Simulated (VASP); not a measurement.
# C (R-3m) in VASP: a series of runs, part 2 of 2

VASP 6.6.1. Earlier steps stand in the parts before.

### 3 Single point, PBEsol (9.27 Å³/atom)

This run uses another cell than the first one, of 9.27 Å³/atom.

Contents of INCAR:

```
PREC = Accurate
ENCUT = 600
EDIFF = 1E-6
ISMEAR = 0
SIGMA = 0.01
LREAL = False
LASPH = True
NELM = 120
ALGO = Normal
ISIF = 2
LWAVE = False
LCHARG = False
GGA = PS
NBANDS = 11
GGA_COMPAT = False
```

Contents of KPOINTS:

```
regular mesh
0
Gamma
  18 18 18
```

Contents of POSCAR:

```
C
1.0
    1.2291946561      0.7096758656      3.5431236914
   -1.2291946561      0.7096758656      3.5431236914
    0.0000000000     -1.4193517312      3.5431236914
C
2
Direct
    0.1666354235      0.1666354235      0.1666354235
    0.8333645765      0.8333645765      0.8333645765
```

Potentials or basis: VASP PAW PBE potentials, release 64 (C).

Run with:

```bash
> cat potpaw_PBE.64/C/POTCAR > POTCAR
> mpirun -np 1 vasp_std > vasp.out
```

OUTCAR:

```text
PREC = Accurate
   ENCUT = 600
   EDIFF = 1E-6
   ISMEAR = 0
   LREAL = False
   LASPH = True
   NELM = 120
   ISIF = 2
   GGA = PS

 ion  position               nearest neighbor table
   1  0.167  0.167  0.167-   2 1.42   2 1.42   2 1.42
   2  0.833  0.833  0.833-   1 1.42   1 1.42   1 1.42

  LATTYP: Found a trigonal (rhomboedric) cell.
 ALAT       =     3.8168422589
 COS(alpha) =     0.7925741403

  Lattice vectors:

 A1 = (   1.2291946561,   0.7096758656,   3.5431236914)
 A2 = (  -1.2291946561,   0.7096758656,   3.5431236914)
 A3 = (   0.0000000000,  -1.4193517312,   3.5431236914)

Analysis of symmetry for initial positions (statically):
=====================================================================
 Subroutine PRICEL returns:
 Original cell was already a primitive cell.

 Routine SETGRP: Setting up the symmetry group for a
 trigonal (rhombohedral) supercell.

 Subroutine GETGRP returns: Found 12 space group operations
 (whereof 12 operations were pure point group operations)
 out of a pool of 12 trial point group operations.

The static configuration has the point symmetry D_3d.

Analysis of symmetry for dynamics (positions and initial velocities):
=====================================================================
 Subroutine PRICEL returns:
 Original cell was already a primitive cell.

 Routine SETGRP: Setting up the symmetry group for a
 trigonal (rhombohedral) supercell.

 Subroutine GETGRP returns: Found 12 space group operations
 (whereof 12 operations were pure point group operations)
 out of a pool of 12 trial point group operations.

The dynamic configuration has the point symmetry D_3d.

 Subroutine INISYM returns: Found 12 space group operations
 (whereof 12 operations are pure point group operations),
 and found     1 'primitive' translations

----------------------------------------------------------------------------------------

[... 118 lines left out ...]
   LHFCALC =     F    Hartree Fock is set to
   AEXX    =    0.0000 exact exchange contribution
   IVDW    =     0    specifies the selected vdW correction
   LEPSILON=     F    determine dielectric tensor
   LRPA    =     F    only Hartree local field effects (RPA)
 non-spin polarized calculation
 Gauss-broadening in eV      SIGMA  =   0.01
  energy-cutoff  :      600.00
  volume of cell :       18.54
 maximum number of plane-waves:       636
   NGX = 15   NGY = 15   NGZ = 15

 number of electron       8.0000000 magnetization

 Free energy of the ion-electron system (eV)
  ---------------------------------------------------
  ext. energy  EPLUGINS =         0.00000000
  ---------------------------------------------------
  free energy    TOTEN  =       -19.29422932 eV

  energy without entropy =      -19.29422932  energy(sigma->0) =      -19.29422932

 E-fermi :   4.0286     XC(G=0): -10.1791

 val. band max:        3.9430373055   @ k =  -0.3333   0.3333   0.0000
 cond. band min:       4.4257132826   @ k =  -0.3333   0.3333   0.0000
 fundamental gap:      0.4826759770
 Fermi energy:         4.0286408367

 k-point     1 :       0.0000    0.0000    0.0000
  band No.  band energies     occupation
      1     -15.4554      2.00000
      2      -2.7219      2.00000
      3       1.2055      2.00000
      4       1.2055      2.00000
      5       7.8188      0.00000
      6      12.5628      0.00000
      7      12.5628      0.00000
      8      15.6911      0.00000
      9      17.0815      0.00000
     10      26.6537      0.00000
     11      27.7629      0.00000
[... 309 lines left out ...]
 k-point    24 :      -0.2222    0.0556   -0.0000
  band No.  band energies     occupation
      1     -13.9118      2.00000
      2      -3.2065      2.00000
      3      -1.0532      2.00000
      4      -1.0236      2.00000
      5       9.8561      0.00000
      6      11.3309      0.00000
      7      12.7031      0.00000
      8      17.2147      0.00000
      9      20.0459      0.00000
     10      22.6175      0.00000
     11      27.0706      0.00000

 [... further k-points ...]

------------------------ aborting loop because EDIFF is reached ----------------------------------------

  FORCE on cell =-STRESS in cart. coord.  units (eV):
  Direction    XX          YY          ZZ          XY          YZ          ZX
  --------------------------------------------------------------------------------------
  -------------------------------------------------------------------------------------
  Total        0.0844881      0.0844881     -0.0105604      0.0000000      0.0000000      0.0000000
  in kB        7.2994134      7.2994134     -0.9123734      0.0000000      0.0000000      0.0000000
  external PRESSURE =       4.5621511 kB  Pullay stress =       0.0000000 kB

 VOLUME and BASIS-vectors are now :
 -----------------------------------------------------------------------------
  energy-cutoff  :      600.00
  volume of cell :       18.54
      direct lattice vectors                 reciprocal lattice vectors
     1.229194656  0.709675866  3.543123691     0.406770398  0.234848999  0.094078943
    -1.229194656  0.709675866  3.543123691    -0.406770398  0.234848999  0.094078943
     0.000000000 -1.419351731  3.543123691     0.000000000 -0.469697998  0.094078943

 POSITION                                       TOTAL-FORCE (eV/Angst)
 -----------------------------------------------------------------------------------
      0.00000      0.00000      1.77123         0.000000     -0.000000     -0.000177
      0.00000      0.00000      8.85814         0.000000      0.000000      0.000177
 -----------------------------------------------------------------------------------
    total drift:                               -0.000000      0.000000     -0.000000

  FREE ENERGIE OF THE ION-ELECTRON SYSTEM (eV)
  ---------------------------------------------------
  free  energy   TOTEN  =       -19.2942293171 eV

  energy  without entropy=      -19.2942293171  energy(sigma->0) =      -19.29422932
```

stdout:

```text
POSCAR found type information on POSCAR C
 POSCAR found :  1 types and       2 ions
 scaLAPACK will be used
 -----------------------------------------------------------------------------
|                                                                             |
|                                                                             |
|     You enforced a specific xc type in the INCAR file but a different       |
|     I HOPE YOU KNOW WHAT YOU ARE DOING!                                     |
|                                                                             |
 -----------------------------------------------------------------------------

 LDA part: xc-table for (Slater+PW92), standard interpolation
 POSCAR, INCAR and KPOINTS ok, starting setup
 FFT: planning ... GRIDC
 FFT: planning ... GRID_SOFT
 FFT: planning ... GRID
 WAVECAR not read
 entering main loop
```

Run time: 4.1 min. Hardware: 1 thread of Intel Xeon Platinum 8375C at 2.90GHz (Ice Lake), shared host; peak memory 0.25 GiB.

What came out:

```
Free energy : -19.2942 eV
Pressure    : 0.5 GPa
```

Caveat: this functional lacks dispersion, which binds the layers, so the pressure and a relaxed spacing across them are unreliable; the PAW data sets were made with another functional, which shifts forces and pressure a little.
